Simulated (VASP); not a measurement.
# LiCl (P4_12_12) in VASP: settings compared, part 2 of 2

VASP 6.6.1. The steps go on from the part before.

## 3. Single point, PBE (volume scaled by 0.94, then relaxed in part)

INCAR

```
PREC     = Accurate       # precision mode
ENCUT    = 520            # plane-wave cutoff, eV
EDIFF    = 1E-6           # SCF threshold, eV
ISMEAR   = 0              # smearing method
SIGMA    = 0.02           # smearing width, eV
LREAL    = False          # projectors in reciprocal space
LASPH    = True           # aspherical terms in the spheres
NELM     = 60             # most SCF steps
ALGO     = Normal         # electronic algorithm
ISIF     = 2              # what is computed and relaxed
LWAVE    = False          # write WAVECAR
LCHARG   = False          # write CHGCAR
GGA      = PE             # functional
NBANDS   = 30             # bands
```

KPOINTS

```
regular mesh
0
Gamma
  4 4 6
```

POSCAR

```
LiCl
1.0
    6.6375574077      0.0000000000      0.0000000000
    0.0000000000      6.6375574077      0.0000000000
    0.0000000000      0.0000000000      3.5410051988
Li Cl
4 4
Direct
    0.6616715698      0.6616715698      0.5000000000
    0.1616715698      0.8383284302      0.2500000000
    0.3383284302      0.3383284302      0.0000000000
    0.8383284302      0.1616715698      0.7500000000
    0.8286064995      0.8286064995      0.0000000000
    0.3286064995      0.6713935005      0.7500000000
    0.1713935005      0.1713935005      0.5000000000
    0.6713935005      0.3286064995      0.2500000000
```

Potentials or basis: VASP PAW PBE potentials, release 64 (Li_sv, Cl).

Run with:

```sh
> cat potpaw_PBE.64/Li_sv/POTCAR potpaw_PBE.64/Cl/POTCAR > POTCAR
> mpirun -np 1 vasp_std > vasp.out
```

OUTCAR:

```text
PREC = Accurate
   ENCUT = 520
   EDIFF = 1E-6
   ISMEAR = 0
   LREAL = False
   LASPH = True
   NELM = 60
   ISIF = 2
   GGA = PE

 ion  position               nearest neighbor table
   1  0.662  0.662  0.500-   5 2.36   5 2.36   8 2.38   6 2.38
   2  0.162  0.838  0.250-   6 2.36   6 2.36   7 2.38   5 2.38
   3  0.338  0.338  0.000-   7 2.36   7 2.36   8 2.38   6 2.38
   4  0.838  0.162  0.750-   8 2.36   8 2.36   5 2.38   7 2.38
   5  0.829  0.829  0.000-   1 2.36   1 2.36   4 2.38   2 2.38
   6  0.329  0.671  0.750-   2 2.36   2 2.36   3 2.38   1 2.38
   7  0.171  0.171  0.500-   3 2.36   3 2.36   4 2.38   2 2.38
   8  0.671  0.329  0.250-   4 2.36   4 2.36   1 2.38   3 2.38

  LATTYP: Found a simple tetragonal cell.
 ALAT       =     6.6375574077
 C/A-ratio  =     0.5334801616

  Lattice vectors:

 A1 = (   6.6375574077,   0.0000000000,   0.0000000000)
 A2 = (   0.0000000000,   6.6375574077,   0.0000000000)
 A3 = (   0.0000000000,   0.0000000000,   3.5410051988)

[... 190 lines left out ...]
 val. band max:       -0.5652924456   @ k =   0.2500   0.2500   0.0000
 cond. band min:       5.3106252513   @ k =   0.0000   0.0000   0.0000
 fundamental gap:      5.8759176969
 Fermi energy:        -0.3574188177

 k-point     1 :       0.0000    0.0000    0.0000
  band No.  band energies     occupation
      1     -43.7897      2.00000
      2     -43.7875      2.00000
      3     -43.7871      2.00000
      4     -43.7871      2.00000
      5     -13.6772      2.00000
      6     -13.2867      2.00000
[... 781 lines left out ...]
     29      10.1282      0.00000
     30      10.1282      0.00000

------------------------ aborting loop because EDIFF is reached ----------------------------------------

  FORCE on cell =-STRESS in cart. coord.  units (eV):
  Direction    XX          YY          ZZ          XY          YZ          ZX
  --------------------------------------------------------------------------------------
  -------------------------------------------------------------------------------------
  Total        1.6316690      1.6316690      1.6615550     -0.0000000     -0.0000000      0.0000000
  in kB       16.7571241     16.7571241     17.0640515     -0.0000000     -0.0000000      0.0000000
  external PRESSURE =      16.8594333 kB  Pullay stress =       0.0000000 kB

 VOLUME and BASIS-vectors are now :
 -----------------------------------------------------------------------------
  energy-cutoff  :      520.00
  volume of cell :      156.01
      direct lattice vectors                 reciprocal lattice vectors
     6.637557408  0.000000000  0.000000000     0.150657831  0.000000000  0.000000000
     0.000000000  6.637557408  0.000000000     0.000000000  0.150657831  0.000000000
     0.000000000  0.000000000  3.541005199     0.000000000  0.000000000  0.282405685

 POSITION                                       TOTAL-FORCE (eV/Angst)
 -----------------------------------------------------------------------------------
      4.39188      4.39188      1.77050        -0.002405     -0.002405      0.000000
      1.07310      5.56445      0.88525        -0.002405      0.002405      0.000000
      2.24567      2.24567      0.00000         0.002405      0.002405      0.000000
      5.56445      1.07310      2.65575         0.002405     -0.002405     -0.000000
      5.49992      5.49992      0.00000         0.006651      0.006651      0.000000
      2.18114      4.45641      2.65575         0.006651     -0.006651      0.000000
      1.13763      1.13763      1.77050        -0.006651     -0.006651      0.000000
      4.45641      2.18114      0.88525        -0.006651      0.006651      0.000000
 -----------------------------------------------------------------------------------
    total drift:                                0.000000     -0.000000     -0.000000

  FREE ENERGIE OF THE ION-ELECTRON SYSTEM (eV)
  ---------------------------------------------------
  free  energy   TOTEN  =       -29.2410786451 eV

  energy  without entropy=      -29.2410786451  energy(sigma->0) =      -29.24107865
```

It took 58 s on 1 thread of Intel Xeon 6975P-C (Granite Rapids), shared host; peak memory 0.27 GiB.

What came out:

```
Free energy            : -29.2411 eV
Largest force          : 0.009 eV/Å
Band gap on the k mesh : 5.88 eV, indirect (least direct gap 5.94 eV)
```

Forces in eV/Å, atoms in the order of the input:
```
Li  -0.002 -0.002  0.000
Li  -0.002  0.002  0.000
Li   0.002  0.002  0.000
Li   0.002 -0.002  0.000
Cl   0.007  0.007  0.000
Cl   0.007 -0.007  0.000
Cl  -0.007 -0.007  0.000
Cl  -0.007  0.007  0.000
```

Levels at points of the mesh, in eV from the valence-band top:
```csv
k point,band 16,band 17,band 18,band 19,band 20,band 21,band 22,band 23,band 24,band 25
"(0.00, 0.00, 0.00)",-0.20,-0.11,-0.11,-0.09,-0.07,5.88,7.90,7.90,8.66,8.79
"(0.50, 0.00, 0.00)",-0.45,-0.24,-0.24,-0.08,-0.08,6.91,6.91,7.79,7.79,9.16
"(0.50, 0.50, 0.00)",-0.70,-0.08,-0.08,-0.07,-0.07,6.85,6.85,7.70,7.70,9.35
"(0.00, 0.00, 0.50)",-1.31,-0.51,-0.51,-0.16,-0.16,6.77,6.77,8.72,8.72,9.27
"(0.50, 0.00, 0.50)",-1.07,-0.66,-0.66,-0.19,-0.19,7.21,7.21,8.16,8.16,8.93
"(0.50, 0.50, 0.50)",-1.21,-0.53,-0.53,-0.53,-0.53,7.80,7.80,7.80,7.80,8.85
```

Caveat: the cell differs from its parent crystal (volume scaled by 0.94, then relaxed in part); the cutoff is under 1.25 times the usual one of these potentials, so pressure, stress and relaxed cells hold a basis-set (Pulay) error. A k mesh can miss the band edges.

## 4. Single point, PBE (volume scaled by 0.97, then relaxed in part)

INCAR

```
SYSTEM = LiCl
PREC = Accurate
ENCUT = 520
EDIFF = 1E-7
ISMEAR = 0
SIGMA = 0.02
LREAL = .False.
LASPH = .True.
NELM = 60
ALGO = Normal
ISIF = 2
LWAVE = .False.
LCHARG = .False.
GGA = PE
NBANDS = 30
```

KPOINTS

```
Automatic mesh
0
Gamma
  4 4 6
  0 0 0
```

POSCAR

```
LiCl
1.0
    6.7194374842      0.0000000000      0.0000000000
    0.0000000000      6.7194374842      0.0000000000
    0.0000000000      0.0000000000      3.5655061521
Li Cl
4 4
Direct
    0.6621108273      0.6621108273      0.5000000000
    0.1621108273      0.8378891727      0.2500000000
    0.3378891727      0.3378891727      0.0000000000
    0.8378891727      0.1621108273      0.7500000000
    0.8293504099      0.8293504099      0.0000000000
    0.3293504099      0.6706495901      0.7500000000
    0.1706495901      0.1706495901      0.5000000000
    0.6706495901      0.3293504099      0.2500000000
```

Run with:

```sh
> cat potpaw_PBE.64/Li_sv/POTCAR potpaw_PBE.64/Cl/POTCAR > POTCAR
> mpirun -np 1 vasp_std > vasp.out
```

Run time: 58 s. Hardware: 1 thread of Intel Xeon 6975P-C (Granite Rapids), shared host; peak memory 0.28 GiB.

The run converged. Its results:

| Item | Value |
| --- | --- |
| Free energy | -29.2815 eV |
| Largest force | 0.003 eV/Å |
| Band gap on the k mesh | 5.77 eV, indirect (least direct gap 5.83 eV) |

Forces in eV/Å, atoms in the order of the input:
```
Li  -0.002 -0.002  0.000
Li  -0.002  0.002  0.000
Li   0.002  0.002  0.000
Li   0.002 -0.002  0.000
Cl   0.002  0.002  0.000
Cl   0.002 -0.002  0.000
Cl  -0.002 -0.002  0.000
Cl  -0.002  0.002  0.000
```

Levels at points of the mesh, in eV from the valence-band top:
| k point | band 17 | band 18 | band 19 | band 20 | band 21 | band 22 | band 23 | band 24 |
| --- | --- | --- | --- | --- | --- | --- | --- | --- |
| (0.00, 0.00, 0.00) | -0.11 | -0.11 | -0.07 | -0.06 | 5.77 | 7.85 | 7.85 | 8.59 |
| (0.50, 0.00, 0.00) | -0.22 | -0.22 | -0.06 | -0.06 | 6.82 | 6.82 | 7.72 | 7.72 |
| (0.50, 0.50, 0.00) | -0.08 | -0.08 | -0.06 | -0.06 | 6.81 | 6.81 | 7.59 | 7.59 |
| (0.00, 0.00, 0.50) | -0.50 | -0.50 | -0.17 | -0.17 | 6.79 | 6.79 | 8.61 | 8.61 |
| (0.50, 0.00, 0.50) | -0.63 | -0.63 | -0.20 | -0.20 | 7.20 | 7.20 | 8.09 | 8.09 |
| (0.50, 0.50, 0.50) | -0.51 | -0.51 | -0.51 | -0.51 | 7.76 | 7.76 | 7.76 | 7.76 |

Caveat: the cell differs from its parent crystal (volume scaled by 0.97, then relaxed in part); the cutoff is under 1.25 times the usual one of these potentials, so pressure, stress and relaxed cells hold a basis-set (Pulay) error.

## 5. Single point, PBE

This run uses another cell than the first one, of 20.70 Å³/atom, 1.096 times its volume.

INCAR

```
PREC = Accurate ; ENCUT = 520
EDIFF = 1E-6 ; ISMEAR = 0
SIGMA = 0.1 ; LREAL = F
LASPH = T ; NELM = 60
ALGO = Normal ; ISIF = 2
LWAVE = F ; LCHARG = F
GGA = PE ; NBANDS = 30
```

KPOINTS

```
regular mesh
0
Gamma
  4 4 6
```

POSCAR

```
LiCl
1.0
    6.7794719547      0.0000000000      0.0000000000
    0.0000000000      6.7794719547      0.0000000000
    0.0000000000      0.0000000000      3.6028106126
Li Cl
4 4
Direct
    0.6628767342      0.6628767342      0.5000000000
    0.1628767342      0.8371232658      0.2500000000
    0.3371232658      0.3371232658      0.0000000000
    0.8371232658      0.1628767342      0.7500000000
    0.8300406679      0.8300406679      0.0000000000
    0.3300406679      0.6699593321      0.7500000000
    0.1699593321      0.1699593321      0.5000000000
    0.6699593321      0.3300406679      0.2500000000
```

Potentials or basis: VASP PAW PBE potentials, release 64 (Li_sv, Cl).

Run with:

```sh
> cat potpaw_PBE.64/Li_sv/POTCAR potpaw_PBE.64/Cl/POTCAR > POTCAR
> mpirun -np 1 vasp_std > vasp.out
```

OUTCAR:

```text
PREC = Accurate
   ENCUT = 520
   EDIFF = 1E-6
   ISMEAR = 0
   LREAL = F
   LASPH = T
   NELM = 60
   ISIF = 2
   GGA = PE

 ion  position               nearest neighbor table
   1  0.663  0.663  0.500-   5 2.41   5 2.41   8 2.43   6 2.43
   2  0.163  0.837  0.250-   6 2.41   6 2.41   7 2.43   5 2.43
   3  0.337  0.337  0.000-   7 2.41   7 2.41   8 2.43   6 2.43
   4  0.837  0.163  0.750-   8 2.41   8 2.41   5 2.43   7 2.43
   5  0.830  0.830  0.000-   1 2.41   1 2.41   4 2.43   2 2.43
   6  0.330  0.670  0.750-   2 2.41   2 2.41   3 2.43   1 2.43
   7  0.170  0.170  0.500-   3 2.41   3 2.41   4 2.43   2 2.43
   8  0.670  0.330  0.250-   4 2.41   4 2.41   1 2.43   3 2.43

  LATTYP: Found a simple tetragonal cell.
 ALAT       =     6.7794719547
 C/A-ratio  =     0.5314293852

  Lattice vectors:

 A1 = (   6.7794719547,   0.0000000000,   0.0000000000)
 A2 = (   0.0000000000,   6.7794719547,   0.0000000000)
 A3 = (   0.0000000000,   0.0000000000,   3.6028106126)

Analysis of symmetry for initial positions (statically):
=====================================================================
[... 192 lines left out ...]
 k-point     1 :       0.0000    0.0000    0.0000
  band No.  band energies     occupation
      1     -44.2716      2.00000
      2     -44.2700      2.00000
      3     -44.2699      2.00000
      4     -44.2699      2.00000
      5     -13.8833      2.00000
      6     -13.5418      2.00000
[... 781 lines left out ...]
     29       9.5581      0.00000
     30       9.5581      0.00000

------------------------ aborting loop because EDIFF is reached ----------------------------------------

  FORCE on cell =-STRESS in cart. coord.  units (eV):
  Direction    XX          YY          ZZ          XY          YZ          ZX
  --------------------------------------------------------------------------------------
  -------------------------------------------------------------------------------------
  Total        0.0298848      0.0298848     -0.0436320      0.0000000      0.0000000      0.0000000
  in kB        0.2891532      0.2891532     -0.4221650      0.0000000      0.0000000      0.0000000
  external PRESSURE =       0.0520471 kB  Pullay stress =       0.0000000 kB

 VOLUME and BASIS-vectors are now :
 -----------------------------------------------------------------------------
  energy-cutoff  :      520.00
  volume of cell :      165.59
      direct lattice vectors                 reciprocal lattice vectors
     6.779471955  0.000000000  0.000000000     0.147504113  0.000000000  0.000000000
     0.000000000  6.779471955  0.000000000     0.000000000  0.147504113  0.000000000
     0.000000000  0.000000000  3.602810613     0.000000000  0.000000000  0.277561079

 POSITION                                       TOTAL-FORCE (eV/Angst)
 -----------------------------------------------------------------------------------
      4.49395      4.49395      1.80141        -0.003529     -0.003529     -0.000000
      1.10422      5.67525      0.90070        -0.003529      0.003529      0.000000
      2.28552      2.28552      0.00000         0.003529      0.003529     -0.000000
      5.67525      1.10422      2.70211         0.003529     -0.003529      0.000000
      5.62724      5.62724      0.00000        -0.004828     -0.004828     -0.000000
      2.23750      4.54197      2.70211        -0.004828      0.004828     -0.000000
      1.15223      1.15223      1.80141         0.004828      0.004828     -0.000000
      4.54197      2.23750      0.90070         0.004828     -0.004828     -0.000000
 -----------------------------------------------------------------------------------
    total drift:                               -0.000000      0.000000      0.000000

  FREE ENERGIE OF THE ION-ELECTRON SYSTEM (eV)
  ---------------------------------------------------
  free  energy   TOTEN  =       -29.2947312747 eV

  energy  without entropy=      -29.2947312747  energy(sigma->0) =      -29.29473127
```

It took 52 s on 1 thread of Intel Xeon 6975P-C (Granite Rapids), shared host; peak memory 0.28 GiB.

What came out:

| Item | Value |
| --- | --- |
| Free energy | -29.2947 eV |
| Largest force | 0.007 eV/Å |
| Band gap on the k mesh | 5.68 eV, indirect (least direct gap 5.73 eV) |

Forces in eV/Å, atoms in the order of the input:
```
Li  -0.004 -0.004  0.000
Li  -0.004  0.004  0.000
Li   0.004  0.004  0.000
Li   0.004 -0.004  0.000
Cl  -0.005 -0.005  0.000
Cl  -0.005  0.005  0.000
Cl   0.005  0.005  0.000
Cl   0.005 -0.005  0.000
```

Caveat: the cutoff is under 1.25 times the usual one of these potentials, so pressure, stress and relaxed cells hold a basis-set (Pulay) error. A k mesh can miss the band edges.

## 6. Single point, PBE

This run uses another cell than the first one, of 20.75 Å³/atom, 1.099 times its volume.

INCAR

```
ALGO = Normal
EDIFF = 1E-6
ENCUT = 520
GGA = PE
ISIF = 2
ISMEAR = 0
LASPH = T
LCHARG = F
LREAL = F
LWAVE = F
NBANDS = 30
NELM = 100
PREC = Accurate
SIGMA = 0.02
```

KPOINTS

```
k-points
0
Gamma
  4 4 6
```

POSCAR

```
LiCl
1.0
    6.7880079088      0.0000000000      0.0000000000
    0.0000000000      6.7880079088      0.0000000000
    0.0000000000      0.0000000000      3.6018913810
Li Cl
4 4
Direct
    0.6621108273      0.6621108273      0.5000000000
    0.1621108273      0.8378891727      0.2500000000
    0.3378891727      0.3378891727      0.0000000000
    0.8378891727      0.1621108273      0.7500000000
    0.8293504099      0.8293504099      0.0000000000
    0.3293504099      0.6706495901      0.7500000000
    0.1706495901      0.1706495901      0.5000000000
    0.6706495901      0.3293504099      0.2500000000
```

Potentials or basis: VASP PAW PBE potentials, release 64 (Li_sv, Cl).

Run with:

```sh
> cat potpaw_PBE.64/Li_sv/POTCAR potpaw_PBE.64/Cl/POTCAR > POTCAR
> mpirun -np 1 vasp_std > vasp.out
```

Run time: 47 s. Hardware: 1 thread of Intel Xeon 6975P-C (Granite Rapids), shared host; peak memory 0.28 GiB.

It converged, with:

- Free energy: -29.2950 eV
- Largest force: 0.008 eV/Å
- Band gap on the k mesh: 5.67 eV, indirect (least direct gap 5.72 eV)

Forces on the atoms (eV/Å):
```
Li   0.000  0.000  0.000
Li   0.000  0.000  0.000
Li   0.000  0.000  0.000
Li   0.000  0.000  0.000
Cl   0.005  0.005  0.000
Cl   0.005 -0.005  0.000
Cl  -0.005 -0.005  0.000
Cl  -0.005  0.005  0.000
```

Levels at points of the mesh, in eV from the valence-band top:
```csv
k point,band 17,band 18,band 19,band 20,band 21,band 22,band 23,band 24
"(0.00, 0.00, 0.00)",-0.10,-0.10,-0.07,-0.05,5.67,7.79,7.79,8.49
"(0.50, 0.00, 0.00)",-0.21,-0.21,-0.06,-0.06,6.73,6.73,7.63,7.63
"(0.50, 0.50, 0.00)",-0.07,-0.07,-0.05,-0.05,6.78,6.78,7.46,7.46
"(0.00, 0.00, 0.50)",-0.47,-0.47,-0.16,-0.16,6.81,6.81,8.50,8.50
"(0.50, 0.00, 0.50)",-0.60,-0.60,-0.19,-0.19,7.19,7.19,8.03,8.03
"(0.50, 0.50, 0.50)",-0.48,-0.48,-0.48,-0.48,7.74,7.74,7.74,7.74
```

Caveat: the cutoff is under 1.25 times the usual one of these potentials, so pressure, stress and relaxed cells hold a basis-set (Pulay) error.

## 7. Single point, LDA

This run uses another cell than the first one, of 20.75 Å³/atom, 1.099 times its volume.

INCAR

```
ALGO = Normal
EDIFF = 1E-6
ENCUT = 520
GGA = CA
ISIF = 2
ISMEAR = 0
LASPH = True
LCHARG = False
LREAL = False
LWAVE = False
NBANDS = 30
NELM = 80
PREC = Accurate
SIGMA = 0.02
```

KPOINTS is that of step 6.

POSCAR is that of step 6.

Potentials or basis: VASP PAW LDA potentials, release 64 (Li_sv, Cl).

Run with:

```sh
> cat potpaw_LDA.64/Li_sv/POTCAR potpaw_LDA.64/Cl/POTCAR > POTCAR
> mpirun -np 1 vasp_std > vasp.out
```

Run time: 46 s. Hardware: 1 thread of Intel Xeon 6975P-C (Granite Rapids), shared host; peak memory 0.24 GiB.

It converged, with:

```yaml
Free_energy: -31.6008 eV
Largest_force: 0.041 eV/Å
Band_gap_on_the_k_mesh: 5.28 eV, indirect (least direct gap 5.33 eV)
```

Forces on the atoms (eV/Å):
```
Li  -0.001 -0.001  0.000
Li  -0.001  0.001  0.000
Li   0.001  0.001  0.000
Li   0.001 -0.001  0.000
Cl   0.029  0.029  0.000
Cl   0.029 -0.029  0.000
Cl  -0.029 -0.029  0.000
Cl  -0.029  0.029  0.000
```

Levels at points of the mesh, in eV from the valence-band top:
```tsv
k point	band 16	band 17	band 18	band 19	band 20	band 21	band 22	band 23	band 24	band 25
(0.00, 0.00, 0.00)	-0.19	-0.11	-0.11	-0.08	-0.05	5.28	7.44	7.44	8.15	8.19
(0.50, 0.00, 0.00)	-0.44	-0.22	-0.22	-0.06	-0.06	6.35	6.35	7.29	7.29	8.75
(0.50, 0.50, 0.00)	-0.66	-0.08	-0.08	-0.06	-0.06	6.39	6.39	7.12	7.12	8.99
(0.00, 0.00, 0.50)	-1.22	-0.49	-0.49	-0.16	-0.16	6.44	6.44	8.15	8.15	8.80
(0.50, 0.00, 0.50)	-1.02	-0.62	-0.62	-0.19	-0.19	6.82	6.82	7.71	7.71	8.48
(0.50, 0.50, 0.50)	-1.15	-0.50	-0.50	-0.50	-0.50	7.38	7.38	7.38	7.38	8.44
```

Caveat: the cutoff is under 1.25 times the usual one of these potentials, so pressure, stress and relaxed cells hold a basis-set (Pulay) error. Expect the measured gap to be larger: semilocal functionals such as LDA lack the derivative discontinuity.

## 8. Overview

```csv
level,potentials or basis,cell,smearing,gap on the mesh (eV),largest force (eV/Å)
PBE,"VASP PAW PBE potentials, release 64 (Li_sv, Cl)","a = 6.559, b = 6.559, c = 3.510 Å, 8 atoms",gaussian 0.02 eV,5.98,0.01
PBE,"VASP PAW PBE potentials, release 64 (Li_sv, Cl)","a = 6.638, b = 6.638, c = 3.541 Å, 8 atoms",gaussian 0.02 eV,5.88,0.01
PBE,"VASP PAW PBE potentials, release 64 (Li_sv, Cl)","a = 6.719, b = 6.719, c = 3.566 Å, 8 atoms",gaussian 0.02 eV,5.77,-
PBE,"VASP PAW PBE potentials, release 64 (Li_sv, Cl)","a = 6.779, b = 6.779, c = 3.603 Å, 8 atoms",gaussian 0.1 eV,5.68,0.01
PBE,"VASP PAW PBE potentials, release 64 (Li_sv, Cl)","a = 6.788, b = 6.788, c = 3.602 Å, 8 atoms",gaussian 0.02 eV,5.67,0.01
LDA,"VASP PAW LDA potentials, release 64 (Li_sv, Cl)","a = 6.788, b = 6.788, c = 3.602 Å, 8 atoms",gaussian 0.02 eV,5.28,0.04
```

Alike in all rows: task single point; no spin polarisation; k mesh 4 × 4 × 6; cutoff (eV) 520.

Caveats: the cutoff is under 1.25 times the usual one of these potentials, so pressure, stress and relaxed cells hold a basis-set (Pulay) error.

Absolute energies hang on the potentials; compare differences alone.
